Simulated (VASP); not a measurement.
Input of a VASP 6.6.1 run:

Contents of INCAR:

```
SYSTEM = Si16HC16
ALGO = Normal
EDIFF = 1E-6
ENCUT = 520
GGA = PE
GGA_COMPAT = .FALSE.
ISIF = 2
ISMEAR = -1
LASPH = .TRUE.
LCHARG = .FALSE.
LREAL = Auto
LWAVE = .FALSE.
NBANDS = 86
NELECT = 130.0
NELM = 120
PREC = Accurate
SIGMA = 0.01
```

File KPOINTS:

```
k-points
0
G
  1 1 1
  0 0 0
```

POSCAR

```
Si16HC16
1.0
   -4.3797050000      4.3797050000     -4.3797050000
    4.3797050000      4.3797050000      4.3797050000
    4.3797050000     -4.3797050000     -4.3797050000
Si C H
16 16 1
Direct
   -0.0069611994     -0.0052308318      0.7456398319
   -0.0006973072      0.2516306464      0.4937391902
   -0.0269552401      0.5064496353      0.2475591393
   -0.0019841519      0.7503210833     -0.0058494807
    0.2514304046      0.0037867847      0.5009947017
    0.2546596175      0.2278318974      0.2475743229
    0.2445662436      0.4970258271     -0.0096174286
    0.2443914602      0.7476647400      0.7496531159
    0.4947515872     -0.0088188588      0.2475369916
    0.4977806724      0.2504577363     -0.0056712724
    0.4949706658      0.4966869915      0.7494438552
    0.5016724871      0.7540801264      0.5046339879
    0.7530644187      0.0054110950      0.0012868447
    0.7423020500      0.2455426792      0.7454816021
    0.7510303776      0.5037307307      0.5008005105
    0.7387723602      0.7468653711      0.2475748937
   -0.0003124640      0.0002428246     -0.0029995171
   -0.0069248956      0.2456259040      0.7430518722
   -0.0016175747      0.5028077234      0.4983821970
   -0.0060113638      0.7552789514      0.2475817435
    0.2456348087     -0.0018856293      0.7476143941
    0.2502248439      0.2508229436      0.4980914240
    0.2469182285      0.4972109994      0.2473542168
    0.2455084304      0.7470071614     -0.0023495875
    0.4953872464     -0.0031553495      0.4974267673
    0.5032662017      0.2458925887      0.2475718113
    0.4945298827      0.4980123090     -0.0024654629
    0.4975620504      0.7501060003      0.7520189145
    0.7467899094     -0.0011352363      0.2475186114
    0.7475454397      0.2519830674     -0.0032867510
    0.7456237349      0.4980612849      0.7475363067
    0.7445026549      0.7480070005      0.4975510908
    0.1123339357      0.3669214022      0.2464200214
```

Potentials or basis: VASP PAW PBE potentials, release 64 (Si, C, H).

The run is started by

```sh
$ cat potpaw_PBE.64/Si/POTCAR potpaw_PBE.64/C/POTCAR potpaw_PBE.64/H/POTCAR > POTCAR
$ mpirun -np 1 vasp_gam > vasp.out
```

(1) Estimate the largest force.

Results:

(1) 0.074 eV/Å.

Caveat: the k points lie up to 1.01 Å⁻¹ apart; the cell carries a net charge on a neutralising background, which shifts energy and pressure.
